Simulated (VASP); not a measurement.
## Ti: single point with PBEsol

Crystal: Ti.

```
Ti
1.0
     2.95000    0.01106    0.00000
    -1.46542    2.54924    0.00000
     0.00000    0.00000    4.68600
Ti
2
Direct
  0.33333 0.66667 0.25000
  0.66667 0.33333 0.75000
```

This cell differs from its parent crystal: strain +0.0075 x Voigt [0, 0, 0, 0, 0, 1].

```json
{
  "Program": "VASP 6.6.1",
  "Task": "single point",
  "Functional": "PBEsol",
  "Potentials or basis": "VASP PAW PBE potentials, release 64 (Ti_sv)",
  "Cutoff": "520 eV",
  "k mesh": "18 × 18 × 10",
  "Occupations": "gaussian, width 0.15 eV",
  "Spin": "no spin polarisation",
  "Dipole correction": "no",
  "Further INCAR settings": "ALGO = Fast; EDIFF = 1e-06; NBANDS = 19"
}
```

The pressure is -6.5 GPa. The largest force is 0.019 eV/Å and the band gap on the k mesh is zero (bands 12 and 13 overlap by 1.05 eV).

Forces in eV/Å, atoms in the order of the input:
```
Ti  -0.019  0.000  0.000
Ti   0.019  0.000  0.000
```

Stress tensor (GPa, compression positive):
```
-6.28 -0.45  0.00
-0.45 -6.28  0.00
 0.00  0.00 -6.85
```

Levels at points of the mesh, in eV from the Fermi level:
```tsv
k point	band 9	band 10	band 11	band 12	band 13	band 14	band 15	band 16
(0.00, 0.00, 0.00)	-6.17	-2.65	0.72	0.72	0.82	0.86	1.21	1.29
(0.50, 0.00, 0.00)	-2.33	-2.11	-1.81	-0.65	0.51	0.59	1.12	3.29
(0.00, 0.50, 0.00)	-2.32	-2.11	-1.81	-0.62	0.48	0.60	1.15	3.30
(0.50, 0.50, 0.00)	-2.32	-2.11	-1.81	-0.59	0.45	0.61	1.17	3.31
(0.00, 0.00, 0.50)	-4.34	-4.34	0.08	0.08	0.64	0.64	0.72	0.72
(0.50, 0.00, 0.50)	-2.51	-2.51	-0.80	-0.80	1.27	1.27	1.73	1.73
(0.00, 0.50, 0.50)	-2.51	-2.51	-0.80	-0.80	1.30	1.30	1.70	1.70
(0.50, 0.50, 0.50)	-2.50	-2.50	-0.79	-0.79	1.32	1.32	1.68	1.68
```

Run time: 39 min on 1 thread of Oxide Virtual Turin-like Processor, with other jobs on the host, peak memory 0.57 GiB.

Caveat: the cell differs from its parent crystal (strain +0.0075 x Voigt [0, 0, 0, 0, 0, 1]); the cell stands under tension; the PAW data sets were made with another functional, which shifts forces and pressure a little.
